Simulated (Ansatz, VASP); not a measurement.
# One calculation of BaTlH3, two programs

File INCAR:

```
ALGO = Normal ; EDIFF = 1E-7
ENCUT = 520 ; GGA = PE
ISIF = 2 ; ISMEAR = 0
LASPH = True ; LCHARG = False
LREAL = False ; LWAVE = False
NBANDS = 21 ; NELM = 100
PREC = Accurate ; SIGMA = 0.1
```

KPOINTS

```
k-points
0
Gamma
  4 4 4
```

POSCAR

```
BaTlH3
1.0
    4.6441360100      0.0000000000      0.0000000000
    0.0000000000      4.6441360100      0.0000000000
    0.0000000000      0.0000000000      4.6441360100
Ba Tl H
1 1 3
Direct
    0.5000000000      0.5000000000      0.5000000000
    0.0000000000      0.0000000000      0.0000000000
    0.0000000000      0.5000000000      0.5000000000
    0.5000000000      0.0000000000      0.5000000000
    0.5000000000      0.5000000000      0.0000000000
```

Input for Ansatz:

```yaml
crystal:
  lattice:
    - [4.64413601, 0.0, 0.0]
    - [0.0, 4.64413601, 0.0]
    - [0.0, 0.0, 4.64413601]
  atoms:
    - { symbol: Ba, position: [0.5, 0.5, 0.5] }
    - { symbol: Tl, position: [0.0, 0.0, 0.0] }
    - { symbol: H, position: [0.0, 0.5, 0.5] }
    - { symbol: H, position: [0.5, 0.0, 0.5] }
    - { symbol: H, position: [0.5, 0.5, 0.0] }
basis:
  ecutwfc: 420
kpoints:
  mp_grid: { grid: [4, 4, 4] }
hamiltonian:
  xc: pbe
scf:
  occupations: { method: gaussian, width: 0.1 }
  lower_state_search: "off"
output:
  forces: true
  stress: true
  eigenvalues: true
```

Change from the starting cell: species swapped into the Sc3TlB type (Pm-3m, No. 221).

Alike in both runs: task single point; functional PBE; k mesh 4 × 4 × 4; occupations gaussian, width 0.1 eV; no spin polarisation.

|  | VASP | Ansatz |
| --- | --- | --- |
| version | VASP 6.6.1 | Ansatz 0.2.0 |
| potentials or method | VASP PAW PBE potentials, release 64 (Ba_sv, Tl_d, H), cutoff 520 eV | scalar-relativistic, plane waves, PAW |
| valence electrons in the cell | 26 | 26 |

VASP gave:

```
gap on the k mesh at the Fermi level (eV) : none
pressure (GPa)                            : 6.2
```

Problem. Which values does Ansatz return?

Solution. gap on the k mesh at the Fermi level (eV): none; pressure (GPa): 5.8.

A gap of «none» marks a metal or a gap that the smearing closes.

Spin-orbit coupling is off throughout.
